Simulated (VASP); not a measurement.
# Zr (P6_3/mmc) in VASP: a series of runs

The runs below take Zr through single point, relaxation of cell and atoms, with LDA.

Everything below comes from runs of VASP 6.6.1. Logs are shortened: lines on timing, memory, paths and dates and some standing lists are left out, and cuts for length are marked.

**1. The cell of the first run**

It takes space group P6_3/mmc (No. 194, hexagonal). The conventional cell has a = 3.147 Å, b = 3.147 Å, c = 5.081 Å, α = 90.00°, β = 90.00°, γ = 120.00°. Zr (site symmetry -6m2) has 12 Zr at 3.12 to 3.15 Å within 4.1 Å.

**2. Single point, LDA**

File INCAR:

```
PREC     = Accurate       # precision mode
ENCUT    = 500            # plane-wave cutoff, eV
EDIFF    = 1E-6           # SCF threshold, eV
ISMEAR   = -1             # smearing method
SIGMA    = 0.05           # smearing width, eV
LREAL    = F              # projectors in reciprocal space
LASPH    = T              # aspherical terms in the spheres
NELM     = 120            # most SCF steps
ALGO     = Normal         # electronic algorithm
ISIF     = 2              # what is computed and relaxed
LWAVE    = F              # write WAVECAR
LCHARG   = F              # write CHGCAR
NBANDS   = 19             # bands
GGA_COMPAT= F
```

File KPOINTS:

```
Automatic mesh
0
Gamma
  18 18 10
```

File POSCAR:

```
Zr
1.0
    3.1465800692      0.0000000000      0.0000000000
   -1.5732900346      2.7250182750      0.0000000000
    0.0000000000      0.0000000000      5.0814389895
Zr
2
Direct
    0.3333333333      0.6666666667      0.2500000000
    0.6666666667      0.3333333333      0.7500000000
```

Potentials or basis: VASP PAW LDA potentials, release 64 (Zr_sv).

Started as:

```sh
cat potpaw_LDA.64/Zr_sv/POTCAR > POTCAR
mpirun -np 1 vasp_std > vasp.out
```

OUTCAR:

```text
PREC = Accurate
   ENCUT = 500
   EDIFF = 1E-6
   ISMEAR = -1
   LREAL = F
   LASPH = T
   NELM = 120
   ISIF = 2

 ion  position               nearest neighbor table
   1  0.333  0.667  0.250-   2 3.12   2 3.12   2 3.12   2 3.12   2 3.12   2 3.12
   2  0.667  0.333  0.750-   1 3.12   1 3.12   1 3.12   1 3.12   1 3.12   1 3.12

  LATTYP: Found a hexagonal cell.
 ALAT       =     3.1465800692
 C/A-ratio  =     1.6149085285

  Lattice vectors:

 A1 = (   3.1465800692,   0.0000000000,   0.0000000000)
 A2 = (  -1.5732900346,   2.7250182750,   0.0000000000)
 A3 = (   0.0000000000,   0.0000000000,   5.0814389895)

Analysis of symmetry for initial positions (statically):
=====================================================================
 Subroutine PRICEL returns:
 Original cell was already a primitive cell.

 Routine SETGRP: Setting up the symmetry group for a
 hexagonal supercell.

 Subroutine GETGRP returns: Found 24 space group operations
 (whereof 12 operations were pure point group operations)
 out of a pool of 24 trial point group operations.

The static configuration has the point symmetry D_3d.
 The point group associated with its full space group is D_6h.

Analysis of symmetry for dynamics (positions and initial velocities):
=====================================================================
 Subroutine PRICEL returns:
 Original cell was already a primitive cell.

 Routine SETGRP: Setting up the symmetry group for a
 hexagonal supercell.

 Subroutine GETGRP returns: Found 24 space group operations
 (whereof 12 operations were pure point group operations)
 out of a pool of 24 trial point group operations.

The dynamic configuration has the point symmetry D_3d.
 The point group associated with its full space group is D_6h.

 Subroutine INISYM returns: Found 24 space group operations
 (whereof 12 operations are pure point group operations),
 and found     1 'primitive' translations

----------------------------------------------------------------------------------------

                                     Primitive cell

  volume of cell :      43.5707

  direct lattice vectors                    reciprocal lattice vectors
     3.146580069  0.000000000  0.000000000     0.317805356  0.183485008  0.000000000
    -1.573290035  2.725018275  0.000000000     0.000000000  0.366970016  0.000000000
     0.000000000  0.000000000  5.081438989     0.000000000  0.000000000  0.196794649

  length of vectors
     3.146580069  3.146580069  5.081438989     0.366970016  0.366970016  0.196794649

  position of ions in fractional coordinates (direct lattice)
     0.333333333  0.666666667  0.250000000
     0.666666667  0.333333333  0.750000000

  ion indices of the primitive-cell ions
   primitive index   ion index
                 1           1
                 2           2

----------------------------------------------------------------------------------------

 KPOINTS: Automatic mesh

Automatic generation of k-mesh.
 Grid dimensions read from file:
 generate k-points for:   18   18   10

 Generating k-lattice:

  Cartesian coordinates                     Fractional coordinates (reciprocal lattice)
     0.017655853  0.010193612  0.000000000     0.055555556 -0.000000000  0.000000000
     0.000000000  0.020387223  0.000000000     0.000000000  0.055555556  0.000000000
     0.000000000  0.000000000  0.019679465     0.000000000  0.000000000  0.100000000

  Length of vectors
     0.020387223  0.020387223  0.019679465

  Shift w.r.t. Gamma in fractional coordinates (k-lattice)
     0.000000000  0.000000000  0.000000000

 Subroutine IBZKPT returns following result:
 ===========================================

 Found    222 irreducible k-points:

 Following reciprocal coordinates:
            Coordinates               Weight
  0.000000  0.000000  0.000000      1.000000
  0.055556 -0.000000  0.000000      6.000000
  0.111111 -0.000000  0.000000      6.000000
  0.166667 -0.000000  0.000000      6.000000
  0.222222 -0.000000  0.000000      6.000000
  0.277778 -0.000000  0.000000      6.000000
[... 16 lines left out ...]
  0.333333  0.111111  0.000000     12.000000
  0.388889  0.111111  0.000000     12.000000
 [... further k-points ...]
   k-points           NKPTS =    222   k-points in BZ     NKDIM =    222   number of bands    NBANDS=     19
   number of dos      NEDOS =    301   number of ions     NIONS =      2
   total plane-waves  NPLWV =  23040
   dimension x,y,z NGX =    24 NGY =   24 NGZ =   40
   dimension x,y,z NGXF=    48 NGYF=   48 NGZF=   80
   ions per type =               2
   NGX,Y,Z   is equivalent  to a cutoff of  12.68, 12.68, 13.09 a.u.
   NGXF,Y,Z  is equivalent  to a cutoff of  25.36, 25.36, 26.17 a.u.
 SYSTEM =  unknown system
   PREC   = accura    normal or accurate (medium, high low for compatibility)
   ISTART =      0    job   : 0-new  1-cont  2-samecut
   ICHARG =      2    charge: 1-file 2-atom 10-const
   ISPIN  =      1    spin polarized calculation?
   LNONCOLLINEAR =      F non collinear calculations
   LSORBIT =      F    spin-orbit coupling
   LASPH  =      T    aspherical Exc in radial PAW
   ENCUT  =  500.0 eV  36.75 Ry    6.06 a.u.   5.74  5.74  9.26*2*pi/ulx,y,z
   NELM   =    120;   NELMIN=  2; NELMDL= -5     # of ELM steps
   EDIFF  = 0.1E-05   stopping-criterion for ELM
   LREAL  =      F    real-space projection
   EDIFFG = 0.1E-04   stopping-criterion for IOM
   NSW    =      0    number of steps for IOM
   IBRION =     -1    ionic relax: 0-MD 1-quasi-New 2-CG
   NFREE  =      0    steps in history (QN), initial steepest desc. (CG)
   ISIF   =      2    stress and relaxation
   ISYM   =      2    0-nonsym 1-usesym 2-fastsym
   POTIM  = 0.5000    time-step for ionic-motion
   TEBEG  =    0.0;   TEEND  =   0.0 temperature during run
   PSTRESS=    0.0 pullay stress
   NELECT =      24.0000    total number of electrons
   NUPDOWN=      -1.0000    fix difference up-down
   EMIN   =  10.00;   EMAX   =-10.00  energy-range for DOS
   EFERMI =   0.00;   METHOD = LEGACY
   ISMEAR =    -1;   SIGMA  =   0.05  broadening in eV -4-tet -1-fermi 0-gaus
   EFERMI_NEDOS =   21; number of points for ismear=-14 and -15
   IALGO  =     38    algorithm
   IMIX   =      4    mixing-type and parameters
     AMIX     =   0.40;   BMIX     =  1.00
     AMIX_MAG =   1.60;   BMIX_MAG =  1.00
  volume/ion in A,a.u.               =      21.79       147.01
  Fermi-wavevector in a.u.,A,eV,Ry     =   1.341983  2.535980 24.502973  1.800918
  Thomas-Fermi vector in A             =   2.470173
   LORBIT       =      0    0 simple, 1 ext, 2 COOP (PROOUT), +10 PAW based schemes
   GGA     = CA    functional components
   LHFCALC =     F    Hartree Fock is set to
   AEXX    =    0.0000 exact exchange contribution
   IVDW    =     0    specifies the selected vdW correction
   LEPSILON=     F    determine dielectric tensor
   LRPA    =     F    only Hartree local field effects (RPA)
 non-spin polarized calculation
  energy-cutoff  :      500.00
  volume of cell :       43.57
 maximum number of plane-waves:      1124
 NGX is ok and might be reduce to    24
   NGX = 11   NGY = 11   NGZ = 19

 number of electron      23.9999999 magnetization

 Free energy of the ion-electron system (eV)
  ---------------------------------------------------
  ext. energy  EPLUGINS =         0.00000000
  ---------------------------------------------------
  free energy    TOTEN  =       -18.59222274 eV

  energy without entropy =      -18.57418475  energy(sigma->0) =      -18.58320375

 E-fermi :   9.5516     XC(G=0): -11.5999

 val. band max:        9.5515337914   @ k =   0.2222   0.1667   0.4000
 cond. band min:       9.5582551435   @ k =   0.2222   0.2222   0.4000
 fundamental gap:      0.0067213521
 Fermi energy:         9.5516126768

 k-point     1 :       0.0000    0.0000    0.0000
  band No.  band energies     occupation
      1     -38.8862      2.00000
      2     -38.6883      2.00000
      3     -17.6730      2.00000
      4     -16.5881      2.00000
      5     -16.5881      2.00000
      6     -16.4429      2.00000
[... 11 lines left out ...]
     18      11.8738      0.00000
     19      14.3017      0.00000

 k-point     2 :       0.0556   -0.0000    0.0000
  band No.  band energies     occupation
      1     -38.8814      2.00000
      2     -38.6861      2.00000
      3     -17.6612      2.00000
      4     -16.6162      2.00000
      5     -16.5971      2.00000
      6     -16.4537      2.00000
[... 11 lines left out ...]
     18      11.7868      0.00000
     19      14.3664      0.00000

 k-point     3 :       0.1111   -0.0000    0.0000
  band No.  band energies     occupation
      1     -38.8672      2.00000
      2     -38.6797      2.00000
      3     -17.6264      2.00000
      4     -16.6969      2.00000
      5     -16.6224      2.00000
      6     -16.5362      2.00000
[... 11 lines left out ...]
     18      11.5622      0.00000
     19      14.5253      0.00000

 k-point     4 :       0.1667   -0.0000    0.0000
  band No.  band energies     occupation
      1     -38.8451      2.00000
      2     -38.6702      2.00000
      3     -17.5708      2.00000
      4     -16.8201      2.00000
      5     -16.6600      2.00000
      6     -16.6593      2.00000
[... 11 lines left out ...]
     18      11.8733      0.00000
     19      14.7136      0.00000

 k-point     5 :       0.2222   -0.0000    0.0000
  band No.  band energies     occupation
      1     -38.8171      2.00000
      2     -38.6592      2.00000
      3     -17.4978      2.00000
      4     -16.9705      2.00000
      5     -16.8050      2.00000
      6     -16.7045      2.00000
[... 11 lines left out ...]
     18      12.4124      0.00000
     19      14.8851      0.00000
[... 334 lines left out ...]
      2     -38.6457      2.00000
      3     -17.3842      2.00000
      4     -17.1241      2.00000
      5     -17.0192      2.00000
      6     -16.7563      2.00000
[... 11 lines left out ...]
     18      13.6144      0.00000
     19      14.8543      0.00000

 k-point    22 :       0.2778    0.1111    0.0000
  band No.  band energies     occupation
      1     -38.7462      2.00000
      2     -38.6385      2.00000
      3     -17.2945      2.00000
      4     -17.2613      2.00000
      5     -17.1167      2.00000
      6     -16.8203      2.00000
[... 11 lines left out ...]
     18      14.4281      0.00000
     19      14.9112      0.00000

 k-point    23 :       0.3333    0.1111    0.0000
  band No.  band energies     occupation
      1     -38.7195      2.00000
      2     -38.6349      2.00000
      3     -17.3722      2.00000
      4     -17.2071      2.00000
      5     -17.1948      2.00000
      6     -16.8718      2.00000
[... 11 lines left out ...]
     18      14.9461      0.00000
     19      15.2561      0.00000

 k-point    24 :       0.3889    0.1111    0.0000
  band No.  band energies     occupation
      1     -38.6999      2.00000
      2     -38.6347      2.00000
      3     -17.4437      2.00000
      4     -17.2455      2.00000
      5     -17.1362      2.00000
      6     -16.9048      2.00000
[... 11 lines left out ...]
     18      14.9636      0.00000
     19      15.9979      0.00000

 [... further k-points ...]
[... 5 lines left out ...]
  --------------------------------------------------------------------------------------
  -------------------------------------------------------------------------------------
  Total        0.0235948      0.0235948      0.0421049      0.0000000      0.0000000      0.0000000
  in kB        0.8676240      0.8676240      1.5482747      0.0000000      0.0000000      0.0000000
  external PRESSURE =       1.0945075 kB  Pullay stress =       0.0000000 kB

 VOLUME and BASIS-vectors are now :
 -----------------------------------------------------------------------------
  energy-cutoff  :      500.00
  volume of cell :       43.57
      direct lattice vectors                 reciprocal lattice vectors
     3.146580069  0.000000000  0.000000000     0.317805356  0.183485008  0.000000000
    -1.573290035  2.725018275  0.000000000     0.000000000  0.366970016  0.000000000
     0.000000000  0.000000000  5.081438989     0.000000000  0.000000000  0.196794649

 POSITION                                       TOTAL-FORCE (eV/Angst)
 -----------------------------------------------------------------------------------
     -0.00000      1.81668      1.27036        -0.000000      0.000000      0.000000
      1.57329      0.90834      3.81108         0.000000      0.000000      0.000000
 -----------------------------------------------------------------------------------
    total drift:                               -0.000000      0.000000     -0.000000

  FREE ENERGIE OF THE ION-ELECTRON SYSTEM (eV)
  ---------------------------------------------------
  free  energy   TOTEN  =       -18.5922227383 eV

  energy  without entropy=      -18.5741847549  energy(sigma->0) =      -18.58320375
```

Run time: 2.6 min. Hardware: 1 thread of Oxide Virtual Turin-like, shared host; peak memory 0.22 GiB.

Results:

```
Free energy            : -18.5922 eV
Pressure               : 0.1 GPa
Band gap on the k mesh : zero (bands 12 and 13 overlap by 1.21 eV)
```

Levels at points of the mesh, in eV from the Fermi level:
```
           k point  band 10  band 11  band 12  band 13  band 14  band 15
(0.00, 0.00, 0.00)    -3.22     0.86     0.86     0.89     1.42     1.59
(0.50, 0.00, 0.00)    -2.60    -2.36     0.05     0.57     0.78     1.50
(0.00, 0.00, 0.50)    -3.98    -0.02    -0.02     0.79     0.79     0.79
(0.50, 0.00, 0.50)    -3.07    -1.24    -1.24     1.96     1.96     2.36
```

(Continued in part 2 of 2.)
